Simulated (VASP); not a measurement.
**CdS: single point with PBE**

The system is CdS.

```
CELL_PARAMETERS angstrom
-4.04237 4.04237 4.04237
4.04237 -4.04237 4.04237
4.04237 4.04237 -4.04237
ATOMIC_POSITIONS crystal
Cd 0.32147 0.32147 0.32147
Cd 0.00000 0.00000 0.67853
Cd 0.00000 0.67853 0.00000
Cd 0.67853 0.00000 0.00000
S 0.67383 0.67383 0.67383
S 0.00000 0.00000 0.32617
S 0.00000 0.32617 0.00000
S 0.32617 0.00000 0.00000
```

The cell was generated, and may not be a known phase.

```yaml
Program: VASP 6.6.1
Task: single point
Functional: PBE
Potentials_or_basis: VASP PAW PBE potentials, release 64 (Cd, S)
Cutoff: 520 eV
k_mesh: 6 × 6 × 6
Occupations: gaussian, width 0.02 eV
Spin: no spin polarisation
Dipole_correction: no
Further_INCAR_settings: ALGO = Normal; EDIFF = 1e-06; NBANDS = 46
```

```
Pressure               : 0.2 GPa
Largest force          : 0.010 eV/Å
Band gap on the k mesh : 1.50 eV (least direct gap 1.51 eV)
```

Forces in eV/Å, atoms in the order of the input:
```
Cd   0.005  0.005  0.005
Cd  -0.005 -0.005  0.005
Cd  -0.005  0.005 -0.005
Cd   0.005 -0.005 -0.005
S   -0.006 -0.006 -0.006
S    0.006  0.006 -0.006
S    0.006 -0.006  0.006
S   -0.006  0.006  0.006
```

Levels at points of the mesh, in eV from the valence-band top:
```csv
k point,band 32,band 33,band 34,band 35,band 36,band 37,band 38,band 39,band 40,band 41
"(0.00, 0.00, 0.00)",-0.83,-0.83,-0.02,-0.02,-0.02,1.50,4.49,4.49,4.49,6.02
"(0.50, 0.00, 0.00)",-0.89,-0.86,-0.55,-0.30,-0.28,3.25,3.92,4.06,4.63,4.71
"(0.50, 0.50, 0.50)",-1.37,-1.37,0.00,0.00,0.00,3.58,3.58,3.58,4.33,6.08
```

Run time: 2.5 min on 1 thread of Intel(R) Xeon(R) Platinum 8488C (Sapphire Rapids), on a shared host, peak memory 0.48 GiB.

A k mesh can miss the band edges.
